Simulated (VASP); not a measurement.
Wanted: the native input for a VASP 6.6.1 run.

```yaml
Task: single point
Functional: PBE
Potentials_or_basis: VASP PAW PBE potentials, release 64 (Sc_sv, In_d, Te, Se)
Cutoff: 500 eV
k_mesh: 3 × 3 × 3
Occupations: gaussian, width 0.15 eV
Spin: no spin polarisation
Dipole_correction: no
Further_INCAR_settings: ALGO = Normal; EDIFF = 1e-06; NBANDS = 26
```

The structure of ScInTeSe lies in POSCAR:

```
ScInTeSe
1.0
   -2.9385849696      3.2359027690      2.9543732132
    2.9385849696     -3.2359027690      2.9543732132
    2.9385849696      3.2359027690     -2.9543732132
Sc In Te Se
1 1 1 1
Direct
    0.0000000000      0.0000000000      0.0000000000
    0.5000000000      0.0000000000      0.5000000000
    0.5000000000      0.5000000000      0.0000000000
    0.0000000000      0.5000000000      0.5000000000
```

The input as run:

INCAR

```
PREC = Accurate
ENCUT = 500
EDIFF = 1E-6
ISMEAR = 0
SIGMA = 0.15
LREAL = False
LASPH = True
NELM = 120
ALGO = Normal
ISIF = 2
LWAVE = False
LCHARG = False
GGA = PE
NBANDS = 26
GGA_COMPAT = False
```

KPOINTS

```
Automatic mesh
0
Gamma
  3 3 3
```

Potentials or basis: VASP PAW PBE potentials, release 64 (Sc_sv, In_d, Te, Se).

Command:

```bash
$ cat potpaw_PBE.64/Sc_sv/POTCAR potpaw_PBE.64/In_d/POTCAR potpaw_PBE.64/Te/POTCAR potpaw_PBE.64/Se/POTCAR > POTCAR
$ mpirun -np 1 vasp_std > vasp.out
```

Results of the run:

The pressure is 0.0 GPa and the band gap on the k mesh is zero (band 18 reaches 5.92 eV, above the bottom of band 19 at 5.11 eV).

Caveat: the k points lie up to 0.50 Å⁻¹ apart; spin-orbit coupling is left out, which moves the levels of the heavy elements.

Run time: 68 s on 1 thread of Intel Xeon 8259CL (shared host), peak memory 0.25 GiB.
